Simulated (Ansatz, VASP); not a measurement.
**One calculation of ZnO, two programs**

The input INCAR:

```
SYSTEM = ZnO
PREC = Accurate
ENCUT = 600
EDIFF = 1E-6
ISMEAR = 0
SIGMA = 0.01
LREAL = .FALSE.
LASPH = .TRUE.
NELM = 120
ALGO = Normal
ISIF = 2
LWAVE = .FALSE.
LCHARG = .FALSE.
GGA = PE
NBANDS = 26
GGA_COMPAT = .FALSE.
```

File KPOINTS:

```
regular mesh
0
G
  9 9 4
  0 0 0
```

File POSCAR:

```
ZnO
1.0
    3.3119978531      0.0000000000      0.0000000000
   -1.6559989266      2.8682742781      0.0000000000
    0.0000000000      0.0000000000      5.3455738657
Zn O
2 2
Direct
    0.3333333333      0.6666666667      0.4999596405
    0.6666666667      0.3333333333     -0.0000403595
    0.6666666667      0.3333333333      0.3790503595
    0.3333333333      0.6666666667      0.8790503595
```

Input for Ansatz:

```yaml
crystal:
  lattice:
    - [3.3119978531, 0.0, 0.0]
    - [-1.6559989266, 2.8682742781, 0.0]
    - [0.0, 0.0, 5.3455738657]
  atoms:
    - { symbol: Zn, position: [0.3333333333, 0.6666666667, 0.4999596405] }
    - { symbol: Zn, position: [0.6666666667, 0.3333333333, -4.03595e-05] }
    - { symbol: O, position: [0.6666666667, 0.3333333333, 0.3790503595] }
    - { symbol: O, position: [0.3333333333, 0.6666666667, 0.8790503595] }
kpoints:
  mp_grid: { grid: [9, 9, 4] }
hamiltonian:
  xc: pbe
scf:
  occupations: { method: fixed }
  n_extra_bands: 5
output:
  forces: true
  stress: true
  eigenvalues: true
```

Alike in both runs: task single point; functional PBE; k mesh 9 × 9 × 4; no spin polarisation.

|  | VASP | Ansatz |
| --- | --- | --- |
| version | VASP 6.6.1 | Ansatz 0.2.0 |
| potentials or method | VASP PAW PBE potentials, release 64 (Zn, O) | plane waves, PAW |
| plane-wave cutoff (eV) | 600 | 420 |
| occupations | gaussian, width 0.01 eV | fixed |
| valence electrons in the cell | 36 | 36 |

Ansatz gave:

- gap on the k mesh at the Fermi level (eV): 0.70
- pressure (GPa): -3.6

Problem. Which values does VASP return?

Solution. gap on the k mesh at the Fermi level (eV): 0.68; pressure (GPa): -2.9.
